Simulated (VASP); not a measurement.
# NaCl (Fm-3m) in VASP: notebook

NaCl is run at these levels: r2SCAN, PBE, HSE06; tasks: single point.

Program: VASP 6.6.1. These are calculated values, not measurements. Logs are shortened: lines on timing, memory, paths and dates and some standing lists are left out, and cuts for length are marked.

## 1. The cell of the first run

The structure is cubic, space group Fm-3m (No. 225). The conventional cell has a = 5.605 Å, b = 5.605 Å, c = 5.605 Å, α = 90.00°, β = 90.00°, γ = 90.00°. Na (site symmetry m-3m) has 6 Cl at 2.80 Å within 3.7 Å. Within 3.7 Å of Cl (site symmetry m-3m) lie 6 Na at 2.80 Å.

## 2. Single point, r2SCAN

File POSCAR:

```
NaCl
1.0
    0.0000000000      2.8026987877      2.8026987877
    2.8026987877      0.0000000000      2.8026987877
    2.8026987877      2.8026987877      0.0000000000
Na Cl
1 1
Direct
    0.0000000000      0.0000000000      0.0000000000
    0.5000000000      0.5000000000      0.5000000000
```

File INCAR.step1:

```
SYSTEM = NaCl
ALGO = Normal
EDIFF = 1E-4
ENCUT = 520
GGA = PE
ISMEAR = 0
LASPH = .True.
LCHARG = .False.
LREAL = .False.
LWAVE = .True.
NBANDS = 14
NELM = 100
PREC = Accurate
SIGMA = 0.01
```

File INCAR.step2:

```
SYSTEM = NaCl
ALGO = Normal
EDIFF = 1E-6
ENCUT = 520
ISIF = 2
ISMEAR = 0
ISTART = 1
LASPH = .True.
LCHARG = .False.
LMIXTAU = .True.
LREAL = .False.
LWAVE = .False.
METAGGA = R2SCAN
NBANDS = 14
NELM = 100
PREC = Accurate
SIGMA = 0.01
```

File KPOINTS:

```
k-points
0
Gamma
  4 4 4
  0 0 0
```

Potentials or basis: VASP PAW PBE potentials, release 64 (Na_pv, Cl).

On the command line:

```
> cat potpaw_PBE.64/Na_pv/POTCAR potpaw_PBE.64/Cl/POTCAR > POTCAR
> cp INCAR.step1 INCAR
> mpirun -np 1 vasp_std > vasp.out
> cp INCAR.step2 INCAR
> mpirun -np 1 vasp_std > vasp.out
```

OUTCAR:

```text
SYSTEM = NaCl
   EDIFF = 1E-6
   ENCUT = 520
   ISIF = 2
   ISMEAR = 0
   ISTART = 1
   LASPH = .True.
   LREAL = .False.
   METAGGA = R2SCAN
   NELM = 100
   PREC = Accurate

 ion  position               nearest neighbor table
   1  0.000  0.000  0.000-
   2  0.500  0.500  0.500-

  LATTYP: Found a face centered cubic cell.
 ALAT       =     5.6053975754

  Lattice vectors:

 A1 = (   0.0000000000,   2.8026987877,   2.8026987877)
 A2 = (   2.8026987877,   0.0000000000,   2.8026987877)
 A3 = (   2.8026987877,   2.8026987877,   0.0000000000)

Analysis of symmetry for initial positions (statically):
=====================================================================
 Subroutine PRICEL returns:
 Original cell was already a primitive cell.

 Routine SETGRP: Setting up the symmetry group for a
 face centered cubic supercell.

 Subroutine GETGRP returns: Found 48 space group operations
 (whereof 48 operations were pure point group operations)
 out of a pool of 48 trial point group operations.

The static configuration has the point symmetry O_h .

Analysis of symmetry for dynamics (positions and initial velocities):
=====================================================================
 Subroutine PRICEL returns:
 Original cell was already a primitive cell.

 Routine SETGRP: Setting up the symmetry group for a
 face centered cubic supercell.

 Subroutine GETGRP returns: Found 48 space group operations
 (whereof 48 operations were pure point group operations)
 out of a pool of 48 trial point group operations.

The dynamic configuration has the point symmetry O_h .

 Subroutine INISYM returns: Found 48 space group operations
 (whereof 48 operations are pure point group operations),
 and found     1 'primitive' translations

----------------------------------------------------------------------------------------

                                     Primitive cell

  volume of cell :      44.0311

  direct lattice vectors                    reciprocal lattice vectors
     0.000000000  2.802698788  2.802698788    -0.178399478  0.178399478  0.178399478
     2.802698788  0.000000000  2.802698788     0.178399478 -0.178399478  0.178399478
     2.802698788  2.802698788  0.000000000     0.178399478  0.178399478 -0.178399478

  length of vectors
     3.963614637  3.963614637  3.963614637     0.308996959  0.308996959  0.308996959

  position of ions in fractional coordinates (direct lattice)
     0.000000000  0.000000000  0.000000000
     0.500000000  0.500000000  0.500000000

[... 69 lines left out ...]
   PSTRESS=    0.0 pullay stress
   NELECT =      14.0000    total number of electrons
   NUPDOWN=      -1.0000    fix difference up-down
   EMIN   =  10.00;   EMAX   =-10.00  energy-range for DOS
   EFERMI =   0.00;   METHOD = LEGACY
   ISMEAR =     0;   SIGMA  =   0.01  broadening in eV -4-tet -1-fermi 0-gaus
   EFERMI_NEDOS =   21; number of points for ismear=-14 and -15
   IALGO  =     38    algorithm
   IMIX   =      4    mixing-type and parameters
     AMIX     =   0.40;   BMIX     =  1.00
     AMIX_MAG =   1.60;   BMIX_MAG =  1.00
  volume/ion in A,a.u.               =      22.02       148.57
  Fermi-wavevector in a.u.,A,eV,Ry     =   1.117372  2.111527 16.987146  1.248520
  Thomas-Fermi vector in A             =   2.253994
   LORBIT       =      0    0 simple, 1 ext, 2 COOP (PROOUT), +10 PAW based schemes
   METAGGA = R2SCAN    functional components
   LHFCALC =     F    Hartree Fock is set to
   AEXX    =    0.0000 exact exchange contribution
   IVDW    =     0    specifies the selected vdW correction
   LEPSILON=     F    determine dielectric tensor
   LRPA    =     F    only Hartree local field effects (RPA)
 non-spin polarized calculation
 Gauss-broadening in eV      SIGMA  =   0.01
  energy-cutoff  :      520.00
  volume of cell :       44.03
 maximum number of plane-waves:      1243
 NGX is ok and might be reduce to    30
   NGX = 15   NGY = 15   NGZ = 15

 number of electron      14.0000003 magnetization

 Free energy of the ion-electron system (eV)
  ---------------------------------------------------
  ext. energy  EPLUGINS =         0.00000000
  ---------------------------------------------------
  free energy    TOTEN  =       -13.78856487 eV

  energy without entropy =      -13.78856487  energy(sigma->0) =      -13.78856487

 E-fermi :  -0.9694     XC(G=0):  -8.7303

 val. band max:       -1.0552982950   @ k =   0.0000   0.0000   0.0000
 cond. band min:       4.9420986350   @ k =   0.0000   0.0000   0.0000
 fundamental gap:      5.9973969300
 Fermi energy:        -0.9694407084

 k-point     1 :       0.0000    0.0000    0.0000
  band No.  band energies     occupation
      1     -22.5433      2.00000
      2     -22.5430      2.00000
      3     -22.5430      2.00000
      4     -14.3200      2.00000
      5      -1.0553      2.00000
      6      -1.0553      2.00000
      7      -1.0553      2.00000
      8       4.9421      0.00000
      9      10.7214      0.00000
     10      10.7214      0.00000
     11      10.7214      0.00000
     12      12.9941      0.00000
     13      12.9941      0.00000
     14      14.6274      0.00000
[... 105 lines left out ...]
      1     -22.5575      2.00000
      2     -22.5573      2.00000
      3     -22.5538      2.00000
      4     -13.8909      2.00000
      5      -2.2946      2.00000
      6      -2.2945      2.00000
      7      -1.8333      2.00000
      8       8.7884      0.00000
      9       9.3666      0.00000
     10       9.3666      0.00000
     11      11.3070      0.00000
     12      15.8395      0.00000
     13      15.8400      0.00000
     14      16.2340      0.00000

------------------------ aborting loop because EDIFF is reached ----------------------------------------

  FORCE on cell =-STRESS in cart. coord.  units (eV):
  Direction    XX          YY          ZZ          XY          YZ          ZX
  --------------------------------------------------------------------------------------
  -------------------------------------------------------------------------------------
  Total       -0.0366114     -0.0366114     -0.0366114      0.0000000     -0.0000000     -0.0000000
  in kB       -1.3321952     -1.3321952     -1.3321952      0.0000000     -0.0000000     -0.0000000
  external PRESSURE =      -1.3321952 kB  Pullay stress =       0.0000000 kB

 VOLUME and BASIS-vectors are now :
 -----------------------------------------------------------------------------
  energy-cutoff  :      520.00
  volume of cell :       44.03
      direct lattice vectors                 reciprocal lattice vectors
     0.000000000  2.802698788  2.802698788    -0.178399478  0.178399478  0.178399478
     2.802698788  0.000000000  2.802698788     0.178399478 -0.178399478  0.178399478
     2.802698788  2.802698788  0.000000000     0.178399478  0.178399478 -0.178399478

 POSITION                                       TOTAL-FORCE (eV/Angst)
 -----------------------------------------------------------------------------------
      0.00000      0.00000      0.00000         0.000000     -0.000000      0.000000
      2.80270      2.80270      2.80270        -0.000000      0.000000     -0.000000
 -----------------------------------------------------------------------------------
    total drift:                               -0.000000      0.000000      0.000000

  FREE ENERGIE OF THE ION-ELECTRON SYSTEM (eV)
  ---------------------------------------------------
  free  energy   TOTEN  =       -13.7885648718 eV

  energy  without entropy=      -13.7885648718  energy(sigma->0) =      -13.78856487
```

OUTCAR.step1:

```text
SYSTEM = NaCl
   EDIFF = 1E-4
   ENCUT = 520
   GGA = PE
   ISMEAR = 0
   LASPH = .True.
   LREAL = .False.
[... 338 lines left out ...]
      0.00000      0.00000      0.00000         0.000000     -0.000000     -0.000000
      2.80270      2.80270      2.80270        -0.000000      0.000000      0.000000
 -----------------------------------------------------------------------------------
    total drift:                               -0.000000      0.000000      0.000000

  FREE ENERGIE OF THE ION-ELECTRON SYSTEM (eV)
  ---------------------------------------------------
  free  energy   TOTEN  =        -6.7675739371 eV

  energy  without entropy=       -6.7675739371  energy(sigma->0) =       -6.76757394
```

Wall time 13 s (1 thread of Intel Xeon 6975P-C (Granite Rapids), shared host); peak memory 0.16 GiB.

What came out:

```yaml
Free_energy: -13.7886 eV
Pressure: -0.1 GPa
Band_gap_on_the_k_mesh: 6.00 eV, direct
```

Caveat: the k points lie up to 0.49 Å⁻¹ apart; the PAW data sets were made with another functional, which shifts forces and pressure a little. r2SCAN opens gaps a little over a GGA but as a rule still falls short of measured ones.

## 3. Single point, PBE

File INCAR:

```
PREC = Accurate ; ENCUT = 520
EDIFF = 1E-6 ; ISMEAR = 0
SIGMA = 0.01 ; LREAL = F
LASPH = T ; NELM = 100
ALGO = Normal ; ISIF = 2
LWAVE = F ; LCHARG = F
GGA = PE ; NBANDS = 14
```

File KPOINTS:

```
regular mesh
0
Gamma
  6 6 6
```

POSCAR is that of step 2.

Potentials or basis: VASP PAW PBE potentials, release 64 (Na_pv, Cl).

On the command line:

```
> cat potpaw_PBE.64/Na_pv/POTCAR potpaw_PBE.64/Cl/POTCAR > POTCAR
> mpirun -np 1 vasp_std > vasp.out
```

Run time: 4.9 s. Hardware: 1 thread of Intel Xeon 6975P-C (Granite Rapids), shared host; peak memory 0.16 GiB.

The run converged. Its results:

```
Free energy            : -6.7694 eV
Pressure               : 1.2 GPa
Band gap on the k mesh : 5.18 eV, direct
```

Levels at points of the mesh, in eV from the valence-band top:
| k point | band 4 | band 5 | band 6 | band 7 | band 8 | band 9 | band 10 | band 11 |
| --- | --- | --- | --- | --- | --- | --- | --- | --- |
| (0.00, 0.00, 0.00) | -12.70 | 0.00 | 0.00 | 0.00 | 5.18 | 11.14 | 11.14 | 11.14 |
| (0.50, 0.00, 0.00) | -12.34 | -1.98 | -0.27 | -0.27 | 7.31 | 10.78 | 11.02 | 11.02 |
| (0.50, 0.50, 0.00) | -12.30 | -1.71 | -0.61 | -0.61 | 7.59 | 8.06 | 11.45 | 14.94 |

PBE gaps usually lie below the measured ones, often by a third to a half.

## 4. Single point, HSE06

POSCAR is that of step 3.

File INCAR.step1:

```
PREC     = Accurate       # precision mode
ENCUT    = 520            # plane-wave cutoff, eV
EDIFF    = 1E-5           # SCF threshold, eV
ISMEAR   = 0              # smearing method
SIGMA    = 0.01           # smearing width, eV
LREAL    = False          # projectors in reciprocal space
LASPH    = True           # aspherical terms in the spheres
NELM     = 80             # most SCF steps
ALGO     = Normal         # electronic algorithm
ISIF     = 2              # what is computed and relaxed
LWAVE    = True           # write WAVECAR
LCHARG   = False          # write CHGCAR
GGA      = PE             # functional
NBANDS   = 14             # bands
```

File INCAR.step2:

```
PREC     = Accurate       # precision mode
ENCUT    = 520            # plane-wave cutoff, eV
EDIFF    = 1E-6           # SCF threshold, eV
ISMEAR   = 0              # smearing method
SIGMA    = 0.01           # smearing width, eV
LREAL    = False          # projectors in reciprocal space
LASPH    = True           # aspherical terms in the spheres
NELM     = 80             # most SCF steps
ALGO     = Normal         # electronic algorithm
ISIF     = 2              # what is computed and relaxed
LWAVE    = False          # write WAVECAR
LCHARG   = False          # write CHGCAR
GGA      = PE             # functional
LHFCALC  = True           # exact exchange
HFSCREEN = 0.2079         # screening, 1/A
PRECFOCK = Normal       
ISTART   = 1            
NBANDS   = 14             # bands
```

File KPOINTS:

```
regular mesh
0
Gamma
  4 4 4
```

On the command line:

```
> cat potpaw_PBE.64/Na_pv/POTCAR potpaw_PBE.64/Cl/POTCAR > POTCAR
> cp INCAR.step1 INCAR
> mpirun -np 1 vasp_std > vasp.out
> cp INCAR.step2 INCAR
> mpirun -np 1 vasp_std > vasp.out
```

It took 56 s on 1 thread of Intel Xeon 6975P-C (Granite Rapids), shared host; peak memory 0.26 GiB.

Results (log left out):

- Free energy: -7.8742 eV
- Pressure: 0.7 GPa
- Band gap on the k mesh: 6.55 eV, direct

Levels at points of the mesh, in eV from the valence-band top:
| k point | band 4 | band 5 | band 6 | band 7 | band 8 | band 9 | band 10 | band 11 |
| --- | --- | --- | --- | --- | --- | --- | --- | --- |
| (0.00, 0.00, 0.00) | -13.89 | 0.00 | 0.00 | 0.00 | 6.55 | 12.64 | 12.64 | 12.64 |
| (0.50, 0.00, 0.00) | -13.51 | -2.10 | -0.29 | -0.29 | 8.66 | 12.40 | 12.55 | 12.55 |
| (0.50, 0.50, 0.00) | -13.45 | -1.83 | -0.66 | -0.66 | 9.05 | 9.40 | 13.03 | 16.65 |

Caveat: the k points lie up to 0.49 Å⁻¹ apart; the PAW data sets were made with another functional, which shifts forces and pressure a little.

## 5. Summary

| level | k mesh | grid for exact exchange (PRECFOCK) | screening parameter | gap on the mesh (eV) | pressure (GPa) |
| --- | --- | --- | --- | --- | --- |
| r2SCAN | 4 × 4 × 4 | - | - | 6.00 | -0.1 |
| PBE | 6 × 6 × 6 | - | - | 5.18 | 1.2 |
| HSE06 | 4 × 4 × 4 | Normal | 0.2079 1/Å | 6.55 | 0.7 |

Alike in all rows: task single point; potentials or basis VASP PAW PBE potentials, release 64 (Na_pv, Cl); no spin polarisation; cell as given; cutoff (eV) 520; smearing gaussian 0.01 eV.

Caveats: some runs use coarse meshes; the PAW data sets were made with another functional, which shifts forces and pressure a little (some runs).

Total energies depend on the potentials used, so only differences within one code and one set of settings carry meaning.
